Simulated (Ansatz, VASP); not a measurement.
**One calculation of Si, two programs**

```
Si
1.0
    -3.33608    3.33608    3.33608
     3.33608   -3.33608    3.33608
     3.33608    3.33608   -3.33608
Si
6
Cartesian
  0.0000 3.3361 1.6680
  0.0000 1.6680 3.3361
  1.6680 3.3361 0.0000
  3.3361 1.6680 0.0000
  3.3361 0.0000 1.6680
  1.6680 0.0000 3.3361
```

Alike in both runs: task relaxation of cell and atoms; functional PBE; dispersion D4; k mesh 6 × 6 × 6; occupations fermi-dirac, width 0.15 eV; no spin polarisation.

|  | VASP | Ansatz |
| --- | --- | --- |
| version | VASP 6.6.1 | Ansatz 0.2.0 |
| potentials or method | VASP PAW PBE potentials, release 64 (Si) | plane waves, PAW |
| plane-wave cutoff (eV) | 600 | 420 |
| valence electrons in the cell | 24 | 24 |

```csv
,VASP,Ansatz,Ansatz less VASP
relaxed volume (Å³/atom),24.82,24.84,+0.022
relaxed cell length with the largest relative difference (Å),5.783,5.785,+0.0017
```
